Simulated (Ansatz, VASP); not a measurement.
**Al3SiNO: VASP beside Ansatz**

```xyz
6
Lattice="5.3153 0.0000 -0.0091 0.0000 2.8284 0.0000 -2.6653 0.0000 5.9367" Properties=species:S:1:pos:R:3 pbc="T T T"
Al    1.0941    0.0000    5.2698
Al    1.5559    0.0000    0.6579
Al   -1.3327    1.4142    2.9684
Si    1.3250    1.4142    2.9638
N     2.6577    1.4142   -0.0045
O     0.0000    0.0000    0.0000
```

Change from the starting cell: species swapped into the DyGaFeCo3 type (P2/m, No. 10).

Alike in both runs: functional PBE; k mesh 8 × 14 × 6; occupations gaussian, width 0.1 eV; no spin polarisation.

Ansatz relaxed the structure, and its values are those at the end. VASP's run is a single point on that final structure, the one shown.

|  | VASP | Ansatz |
| --- | --- | --- |
| version | VASP 6.6.1 | Ansatz 0.2.0 |
| potentials or method | VASP PAW PBE potentials, release 64 (Al, Si, N, O), cutoff 520 eV | scalar-relativistic, plane waves, PAW |
| valence electrons in the cell | 24 | 24 |

|  | VASP | Ansatz | Ansatz less VASP |
| --- | --- | --- | --- |
| gap on the k mesh at the Fermi level (eV) | none | none | - |
| pressure (GPa) | -0.1 | 0.0 | +0.06 |
| rms of the force components (eV/Å) | 0.014 | 0.000 | -0.0136 |

A gap of «none» marks a metal or a gap that the smearing closes.
